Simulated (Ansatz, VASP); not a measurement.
Mg3Te2O: VASP beside Ansatz

INCAR

```
SYSTEM = Mg3Te2O
ALGO = Normal ; EDIFF = 1E-7
EDIFFG = -0.04 ; ENCUT = 600
GGA = PE ; IBRION = 2
ISIF = 3 ; ISMEAR = 0
LASPH = .True. ; LCHARG = .False.
LREAL = .False. ; LWAVE = .False.
NELM = 100 ; NSW = 90
PREC = Accurate ; SIGMA = 0.1
```

Contents of KPOINTS:

```
k-points
0
Gamma
  3 3 4
  0 0 0
```

The input POSCAR:

```
Mg3Te2O
1.0
    5.8163783800      0.0000000000      0.0000000000
   -2.9081891900      5.0371314300      0.0000000000
    0.0000000000      0.0000000000      4.5125907600
Mg Te O
3 2 1
Direct
    0.5000000000      0.0000000000      0.5000000000
    0.5000000000      0.5000000000      0.5000000000
    0.0000000000      0.5000000000      0.5000000000
    0.3333333300      0.6666666700      0.0000000000
    0.6666666700      0.3333333300      0.0000000000
    0.0000000000      0.0000000000      0.0000000000
```

Input for Ansatz:

```yaml
crystal:
  lattice:
    - [5.81637838, 0.0, 0.0]
    - [-2.90818919, 5.03713143, 0.0]
    - [0.0, 0.0, 4.51259076]
  atoms:
    - { symbol: Mg, position: [0.5, 0.0, 0.5] }
    - { symbol: Mg, position: [0.5, 0.5, 0.5] }
    - { symbol: Mg, position: [0.0, 0.5, 0.5] }
    - { symbol: Te, position: [0.33333333, 0.66666667, 0.0] }
    - { symbol: Te, position: [0.66666667, 0.33333333, 0.0] }
    - { symbol: O, position: [0.0, 0.0, 0.0] }
basis:
  ecutwfc: 420
kpoints:
  mp_grid: { grid: [3, 3, 4] }
hamiltonian:
  xc: pbe
scf:
  occupations: { method: gaussian, width: 0.1 }
  lower_state_search: "off"
output:
  forces: true
  stress: true
  eigenvalues: true
relax:
  adjacent_minimum: "off"
  f_tol: 0.04
  max_steps: 70
  cell: { stress_tol: 0.4 }
```

Change from the starting cell: species swapped into the SmAl3Pd2 type (P6/mmm, No. 191).

Alike in both runs: task relaxation of cell and atoms; functional PBE; k mesh 3 × 3 × 4; occupations gaussian, width 0.1 eV; no spin polarisation.

|  | VASP | Ansatz |
| --- | --- | --- |
| version | VASP 6.6.1 | Ansatz 0.2.0 |
| potentials or method | VASP PAW PBE potentials, release 64 (Mg, Te, O), cutoff 600 eV | scalar-relativistic, plane waves, PAW |
| valence electrons in the cell | 24 | 68 |

```csv
,VASP,Ansatz,Ansatz less VASP
"gap on the k mesh at the Fermi level, each at its own relaxed structure (eV)",none,none,-
relaxed volume (Å³/atom),29.16,29.53,+0.365
relaxed cell length with the largest relative difference (Å),7.115,7.180,+0.0654
```

A gap of «none» marks a metal or a gap that the smearing closes. VASP's potentials hold 24 valence electrons a cell and Ansatz's 68, so a difference there can come from the potentials and not from the codes.

The k mesh is coarse, so the values compare programs but aren't converged. Neither program's run includes spin-orbit coupling. Noted on VASP's run: the volume moved by over 15 % at a fixed basis, so the end points are rough.
